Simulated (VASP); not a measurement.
**ZnS: relaxation of cell and atoms with PBE**

The system is ZnS.

```
Zn S
1.0
     0.00000    2.69368    2.69368
     2.69368    0.00000    2.69368
     2.69368    2.69368    0.00000
Zn S
1 1
Direct
  0.00000 0.00000 0.00000
  0.25000 0.25000 0.25000
```

```json
{
  "Program": "VASP 6.6.1",
  "Task": "relaxation of cell and atoms",
  "Functional": "PBE",
  "Potentials or basis": "VASP PAW PBE potentials, release 64 (Zn, S)",
  "Cutoff": "600 eV",
  "k mesh": "8 × 8 × 8",
  "Occupations": "gaussian, width 0.02 eV",
  "Spin": "no spin polarisation",
  "Dipole correction": "no",
  "Further INCAR settings": "ALGO = Normal; EDIFF = 1e-07; IBRION = 2; EDIFFG = -0.005; NSW = 100; ISIF = 3"
}
```

| Quantity | Value |
| --- | --- |
| Relaxed volume | 20.20 Å³/atom |
| Relaxed cell | a = 3.852 Å, b = 3.852 Å, c = 3.852 Å, α = 60.00°, β = 60.00°, γ = 60.00° |
| Space group after relaxing (to 0.05 Å) | F-43m (No. 216) |
| Energy gained by relaxing | 4.9 meV/atom |
| Ionic steps | 3 |
| Pressure after relaxing | 0.0 GPa |
| Band gap on the k mesh | 2.01 eV, direct |

The path:
```
step  energy change (eV)  largest force (eV/Å)  pressure (GPa)  volume (Å³)
   1              0.0000                0.0000            2.49        39.09
   2             -0.0089                0.0000           -0.71        40.83
   3             -0.0099                0.0000            0.01        40.40
```

Final structure:
```yaml
crystal:
  lattice:
    - [0.00000, 2.72354, 2.72354]
    - [2.72354, 0.00000, 2.72354]
    - [2.72354, 2.72354, 0.00000]
  atoms:
    - { symbol: Zn, position: [0.00000, 0.00000, 0.00000] }
    - { symbol: S, position: [0.25000, 0.25000, 0.25000] }
```

Levels at points of the mesh, in eV from the valence-band top:
```
           k point  band 6  band 7  band 8  band 9  band 10  band 11  band 12  band 13
(0.00, 0.00, 0.00)   -5.78    0.00    0.00    0.00     2.01     6.41     6.41     6.41
(0.50, 0.00, 0.00)   -5.58   -5.14   -0.83   -0.83     3.26     6.94     6.94     8.79
(0.50, 0.50, 0.00)   -5.57   -4.47   -2.13   -2.13     3.46     4.07    10.81    11.81
```

It took 35 s on 1 thread of Intel Xeon 6975P-C (shared host), peak memory 0.18 GiB.
